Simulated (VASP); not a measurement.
Here is a VASP 6.6.1 calculation.

File INCAR:

```
ALGO     = Normal         # electronic algorithm
EDIFF    = 1E-8           # SCF threshold, eV
ENCUT    = 520            # plane-wave cutoff, eV
GGA      = PE             # functional
IBRION   = 6              # ionic algorithm
ISIF     = 2              # what is computed and relaxed
ISMEAR   = -1             # smearing method
IVDW     = 12             # dispersion correction
LASPH    = T              # aspherical terms in the spheres
LCHARG   = F              # write CHGCAR
LREAL    = F              # projectors in reciprocal space
LWAVE    = F              # write WAVECAR
NELM     = 80             # most SCF steps
NFREE    = 2            
NSW      = 1              # ionic steps
POTIM    = 0.015          # step
PREC     = Accurate       # precision mode
SIGMA    = 0.15           # smearing width, eV
```

The input KPOINTS:

```
k-points
0
Gamma
  12 12 10
```

Contents of POSCAR:

```
PtSe2
1.0
    3.6873008439      0.0000000000      0.0000000000
   -1.8436504220      3.1932962022      0.0000000000
    0.0000000000      0.0000000000      4.3822568083
Pt Se
1 2
Direct
    0.0000000000      0.0000000000      0.0000000000
    0.3333333333      0.6666666667      0.2865482907
    0.6666666667      0.3333333333      0.7134517093
```

Potentials or basis: VASP PAW PBE potentials, release 64 (Pt, Se).

Run with:

```sh
$ cat potpaw_PBE.64/Pt/POTCAR potpaw_PBE.64/Se/POTCAR > POTCAR
$ mpirun -np 1 vasp_std > vasp.out
```

(1) Estimate the highest phonon frequency at Γ, LO-TO splitting left out.

(2) Estimate the dispersion energy per atom.

Results:

(1) 244 cm⁻¹.

(2) -0.566 eV.

Caveat: the cell stands under pressure or tension, which shifts response properties.
